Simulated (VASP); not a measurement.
A run of VASP 6.6.1 is set up as follows.

Contents of INCAR:

```
ALGO = Fast
EDIFF = 1E-6
ENCUT = 520
GGA = PS
ISIF = 2
ISMEAR = 0
LASPH = T
LCHARG = F
LREAL = F
LWAVE = F
NBANDS = 13
NELM = 80
PREC = Accurate
SIGMA = 0.15
```

The input KPOINTS:

```
k-points
0
Gamma
  20 20 20
```

File POSCAR:

```
W
1.0
   -1.5973000000      1.5973000000      1.7250840000
    1.5973000000     -1.5973000000      1.7250840000
    1.5973000000      1.5973000000     -1.7250840000
W
1
Direct
    0.0000000000      0.0000000000      0.0000000000
```

Potentials or basis: VASP PAW PBE potentials, release 64 (W_sv).

Run with:

```console
$ cat potpaw_PBE.64/W_sv/POTCAR > POTCAR
$ mpirun -np 1 vasp_std > vasp.out
```

(1) What does it give for the pressure?

(2) What does it give for the band gap on the k mesh?

Answers

(1) -28.3 GPa.

(2) zero (band 7 reaches 14.10 eV, above the bottom of band 8 at 9.15 eV).

Caveat: the cell differs from its parent crystal (strain +0.000 along x and y, +0.080 along z); the PAW data sets were made with another functional, which shifts forces and pressure a little; spin-orbit coupling is left out, which moves the levels of the heavy elements.
